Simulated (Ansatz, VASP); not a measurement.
## Ba2ZnP2 in VASP and in Ansatz

```xyz
5
Lattice="-2.4622 3.2919 4.4369 2.4622 -3.2919 4.4369 2.4622 3.2919 -4.4369" Properties=species:S:1:pos:R:3 pbc="T T T"
Ba    2.4622    0.0000    2.5407
Ba    0.0000    3.2919    1.8962
Zn    0.0000    0.0000    0.0000
P     0.0000    1.1275    4.4369
P     2.4622    2.1644    0.0000
```

Change from the starting cell: species swapped into the Tm2GaCo2 type (Immm, No. 71).

Alike in both runs: functional PBE; k mesh 4 × 4 × 4; occupations gaussian, width 0.2 eV; no spin polarisation.

Ansatz relaxed the structure, and its values are those at the end. VASP's run is a single point on that final structure, the one shown.

|  | VASP | Ansatz |
| --- | --- | --- |
| version | VASP 6.6.1 | Ansatz 0.2.0 |
| potentials or method | VASP PAW PBE potentials, release 64 (Ba_sv, Zn, P), cutoff 520 eV | scalar-relativistic, plane waves, PAW |
| valence electrons in the cell | 42 | 42 |

```csv
,VASP,Ansatz,Ansatz less VASP
gap on the k mesh at the Fermi level (eV),none,none,-
pressure (GPa),0.7,0.2,-0.52
rms of the force components (eV/Å),0.047,0.031,-0.0165
```

A gap of «none» marks a metal or a gap that the smearing closes.

The k mesh is coarse, so the values compare programs but aren't converged. Neither program's run includes spin-orbit coupling.
